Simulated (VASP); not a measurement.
**Si2Ni: single point with PBE**

Crystal: Si2Ni.

```
CELL_PARAMETERS angstrom
5.44683 0.00000 0.00000
0.00000 -5.44683 0.00000
0.00000 0.00000 -5.44683
ATOMIC_POSITIONS crystal
Si 0.23410 0.26590 0.26590
Si 0.75000 0.75000 0.25000
Si 0.75000 0.25000 0.75000
Si 0.25000 0.75000 0.75000
Si 0.75000 0.75000 0.75000
Si 0.25000 0.25000 0.75000
Si 0.25000 0.75000 0.25000
Si 0.75000 0.25000 0.25000
Ni 0.00000 0.50000 0.50000
Ni 0.50000 0.00000 0.50000
Ni 0.50000 0.50000 0.00000
Ni 0.00000 0.00000 0.00000
```

This cell differs from its parent crystal: atom 1 (Si) moved +0.150 Å towards its neighbour atom 9 (Ni) at 2.359 Å.

| Item | Value |
| --- | --- |
| Program | VASP 6.6.1 |
| Task | single point |
| Functional | PBE |
| Potentials or basis | VASP PAW PBE potentials, release 64 (Si, Ni) |
| Cutoff | 520 eV |
| k mesh | 10 × 10 × 10 |
| Occupations | gaussian, width 0.15 eV |
| Spin | no spin polarisation |

```
Pressure               : 0.1 GPa
Largest force          : 1.586 eV/Å
Band gap on the k mesh : zero (bands 36 and 37 overlap by 0.85 eV)
```

Forces in eV/Å, atoms in the order of the input:
```
Si   0.915  0.915  0.915
Si  -0.085 -0.085  0.040
Si  -0.085  0.040 -0.085
Si   0.040 -0.085 -0.085
Si  -0.064 -0.064 -0.064
Si   0.048  0.048 -0.260
Si   0.048 -0.260  0.048
Si  -0.260  0.048  0.048
Ni  -0.483 -0.483 -0.483
Ni  -0.093 -0.093  0.111
Ni  -0.093  0.111 -0.093
Ni   0.111 -0.093 -0.093
```

Stress tensor (GPa, compression positive):
```
0.11 0.75 0.75
0.75 0.11 0.75
0.75 0.75 0.11
```

Levels at points of the mesh, in eV from the Fermi level:
| k point | band 33 | band 34 | band 35 | band 36 | band 37 | band 38 | band 39 | band 40 |
| --- | --- | --- | --- | --- | --- | --- | --- | --- |
| (0.00, 0.00, 0.00) | -2.94 | -0.44 | -0.42 | -0.42 | -0.42 | 1.45 | 1.45 | 1.54 |
| (0.50, 0.00, 0.00) | -1.68 | -1.63 | -1.60 | -1.53 | -0.47 | -0.40 | 2.00 | 2.07 |
| (0.50, 0.50, 0.00) | -1.14 | -1.10 | -1.08 | -0.93 | 0.97 | 1.02 | 1.06 | 1.14 |
| (0.50, 0.50, 0.50) | -1.36 | -1.34 | -1.12 | -1.12 | 1.63 | 1.63 | 1.75 | 1.75 |

Wall time 9.1 min on 1 thread of Intel(R) Xeon(R) 6975P-C (Granite Rapids), with other jobs on the host, peak memory 0.71 GiB.

Caveat: the cell differs from its parent crystal (atom 1 (Si) moved +0.150 Å towards its neighbour atom 9 (Ni) at 2.359 Å); forces of over 1 eV/Å act on the atoms, so gaps and moduli don't describe the material at rest. Spin polarisation is off, so any magnetic state and its effect on volume and gap are missing.
